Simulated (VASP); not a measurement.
Write the native input for VASP 6.6.1 that does the following.

```yaml
Task: single point
Functional: r2SCAN
Potentials_or_basis: VASP PAW PBE potentials, release 64 (Ag, O)
Cutoff: 520 eV
k_mesh: 14 × 14 × 14
Occupations: gaussian, width 0.1 eV
Spin: collinear spin, ferromagnetic start
Starting_moments: "[-0.31, -0.43] μB"
Dipole_correction: no
Further_INCAR_settings: ALGO = Normal; EDIFF = 1e-06; NBANDS = 20
```

Crystal: AgO.

```
CELL_PARAMETERS angstrom
0.00000 2.43028 2.43028
2.43028 0.00000 2.43028
2.43028 2.43028 0.00000
ATOMIC_POSITIONS crystal
Ag 0.00000 0.00000 0.00000
O 0.75000 0.75000 0.75000
```

These files were run (other wordings do the same):

POSCAR

```
AgO
1.0
    0.0000000000      2.4302814091      2.4302814091
    2.4302814091      0.0000000000      2.4302814091
    2.4302814091      2.4302814091      0.0000000000
Ag O
1 1
Direct
    0.0000000000      0.0000000000      0.0000000000
    0.7500000000      0.7500000000      0.7500000000
```

INCAR.step1

```
SYSTEM = AgO
PREC = Accurate
ENCUT = 520
ISMEAR = 0
SIGMA = 0.1
LREAL = .False.
LASPH = .True.
NELM = 150
ISPIN = 2
MAGMOM = -0.31 -0.43
LMAXMIX = 4
NBANDS = 20
GGA = PE
ALGO = Normal
EDIFF = 1E-4
LWAVE = .True.
LCHARG = .False.
```

INCAR.step2

```
SYSTEM = AgO
PREC = Accurate
ENCUT = 520
EDIFF = 1E-6
ISMEAR = 0
SIGMA = 0.1
LREAL = .False.
LASPH = .True.
NELM = 150
ALGO = Normal
ISIF = 2
LWAVE = .False.
LCHARG = .False.
ISPIN = 2
MAGMOM = -0.31 -0.43
LORBIT = 11
LMAXMIX = 4
METAGGA = R2SCAN
LMIXTAU = .True.
NBANDS = 20
ISTART = 1
```

KPOINTS

```
Automatic mesh
0
Gamma
  14 14 14
  0 0 0
```

Potentials or basis: VASP PAW PBE potentials, release 64 (Ag, O).

The run is started by

```bash
$ cat potpaw_PBE.64/Ag/POTCAR potpaw_PBE.64/O/POTCAR > POTCAR
$ cp INCAR.step1 INCAR
$ mpirun -np 1 vasp_std > vasp.out
$ cp INCAR.step2 INCAR
$ mpirun -np 1 vasp_std > vasp.out
```

Results of the run:

```yaml
Pressure: 9.6 GPa
Net_moment: -0.02 μB per cell
Valence_electrons_inside_the_program's_atomic_spheres: Ag 9.84; O 4.93
```

Caveat: the cell stands under pressure; the PAW data sets were made with another functional, which shifts forces and pressure a little.

It took 3.3 min on 1 thread of Intel(R) Xeon(R) 6975P-C (Granite Rapids) (shared host), peak memory 0.24 GiB.
